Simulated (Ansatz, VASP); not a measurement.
# Zn5O2 in VASP and in Ansatz

```
CELL_PARAMETERS angstrom
3.16343 0.00000 0.00000
-1.58171 2.73961 0.00000
0.00000 0.00000 11.46380
ATOMIC_POSITIONS crystal
Zn 0.33333 0.66667 0.48423
Zn 0.00000 0.00000 0.23988
Zn 0.66667 0.33333 0.00143
Zn 0.66667 0.33333 0.67257
Zn 0.33333 0.66667 0.83996
O 0.00000 0.00000 0.41012
O 0.66667 0.33333 0.17180
```

Alike in both runs: functional PBE; k mesh 6 × 6 × 2; occupations gaussian, width 0.2 eV; no spin polarisation.

Ansatz relaxed the structure, and its values are those at the end. VASP's run is a single point on that final structure, the one shown.

|  | VASP | Ansatz |
| --- | --- | --- |
| version | VASP 6.6.1 | Ansatz 0.2.0 |
| potentials or method | VASP PAW PBE potentials, release 64 (Zn, O), cutoff 520 eV | scalar-relativistic, plane waves, PAW |
| valence electrons in the cell | 72 | 72 |

|  | VASP | Ansatz | Ansatz less VASP |
| --- | --- | --- | --- |
| gap on the k mesh at the Fermi level (eV) | none | none | - |
| pressure (GPa) | 0.6 | 0.0 | -0.59 |
| rms of the force components (eV/Å) | 0.024 | 0.009 | -0.0145 |

A gap of «none» marks a metal or a gap that the smearing closes. With one functional, cell and mesh, what is left measures potentials, basis and numerics.

The k mesh is coarse, so the values compare programs but aren't converged.
